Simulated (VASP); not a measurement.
InBi: single point with LDA

InBi:

```xyz
2
Lattice="0.0000 3.4134 3.4134 3.4134 0.0000 3.4134 3.4134 3.4134 0.0000" Properties=species:S:1:pos:R:3 pbc="T T T"
In    0.0000    0.0000    0.0000
Bi    1.7067    1.7067    1.7067
```

| Quantity | Value |
| --- | --- |
| Program | VASP 6.6.1 |
| Task | single point |
| Functional | LDA |
| Potentials or basis | VASP PAW LDA potentials, release 64 (In_d, Bi_d) |
| Cutoff | 520 eV |
| k mesh | 6 × 6 × 6 |
| Occupations | fermi-dirac, width 0.3 eV |
| Spin | no spin polarisation |

```yaml
Pressure: -2.2 GPa
Band_gap_on_the_k_mesh: zero (band 14 reaches 3.98 eV, above the bottom of band 15 at 3.71 eV)
```

Levels at points of the mesh, in eV from the Fermi level:
```tsv
k point	band 10	band 11	band 12	band 13	band 14	band 15	band 16	band 17	band 18	band 19
(0.00, 0.00, 0.00)	-14.44	-11.44	-2.11	0.01	0.01	0.01	2.82	2.82	2.82	4.84
(0.50, 0.00, 0.00)	-14.44	-10.61	-5.40	-0.89	-0.89	-0.26	3.68	3.68	5.65	7.34
(0.50, 0.50, 0.00)	-14.44	-10.30	-5.65	-1.99	-1.99	1.12	1.19	7.26	7.26	7.98
```

Wall time 61 s on 1 thread of AMD EPYC 7R13 (shared host), peak memory 0.15 GiB.

Caveat: spin-orbit coupling is left out, which moves the levels of the heavy elements.
